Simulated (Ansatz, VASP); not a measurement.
## One calculation of TiB2, two programs

```xyz
3
Lattice="2.9674 0.0000 0.0000 -1.4837 2.5698 0.0000 0.0000 0.0000 3.1625" Properties=species:S:1:pos:R:3 pbc="T T T"
Ti    0.0000    0.0000    0.0000
B     0.0000    1.7132    1.5812
B     1.4837    0.8566    1.5812
```

Change from the starting cell: volume scaled by 0.94, crystal datasets.

Alike in both runs: task electric field gradients; functional PBEsol; k mesh 14 × 14 × 11; occupations fermi-dirac, width 0.03 eV; no spin polarisation.

|  | VASP | Ansatz |
| --- | --- | --- |
| version | VASP 6.6.1 | Ansatz 0.2.0 |
| potentials or method | VASP PAW PBE potentials, release 64 (Ti_sv, B), cutoff 520 eV | all-electron PAW with datasets made for the crystal, scalar-relativistic |

|  | VASP | Ansatz | Ansatz less VASP |
| --- | --- | --- | --- |
| pressure (GPa) | 12.5 | 12.1 | -0.42 |
| traceless stress, the component that is largest in VASP (GPa) | -4.61 | -4.47 | +0.142 |
| size of Vzz on the site where it differs most (V/Å²) | 19.3 | 22.4 | +3.05 |

VASP's potentials were made for PBE, not for PBEsol. Ansatz ran all-electron here, and VASP with PAW potentials.
